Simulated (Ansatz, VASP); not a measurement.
**One calculation of LiF, two programs**

```
Li F
1.0
     0.00000    2.01330    2.01330
     2.01330    0.00000    2.01330
     2.01330    2.01330    0.00000
Li F
1 1
Direct
  0.50000 0.50000 0.50000
  0.00000 0.00000 0.00000
```

Alike in both runs: task single point; functional PBE; k mesh 10 × 10 × 10; occupations gaussian, width 0.02 eV; no spin polarisation.

```csv
,VASP,Ansatz
version,VASP 6.6.1,Ansatz 0.2.0
potentials or method,"VASP PAW PBE potentials, release 64 (Li_sv, F), cutoff 520 eV","scalar-relativistic, plane waves, PAW"
valence electrons in the cell,10,10
```

|  | VASP | Ansatz | Ansatz less VASP |
| --- | --- | --- | --- |
| gap on the k mesh at the Fermi level (eV) | 9.10 | 9.10 | +0.002 |
| least direct gap on the mesh (eV) | 9.10 | 9.10 | +0.002 |

With one functional, cell and mesh, what is left measures potentials, basis and numerics.

Noted on VASP's run: the cutoff is short for stress, so the pressure is rough.
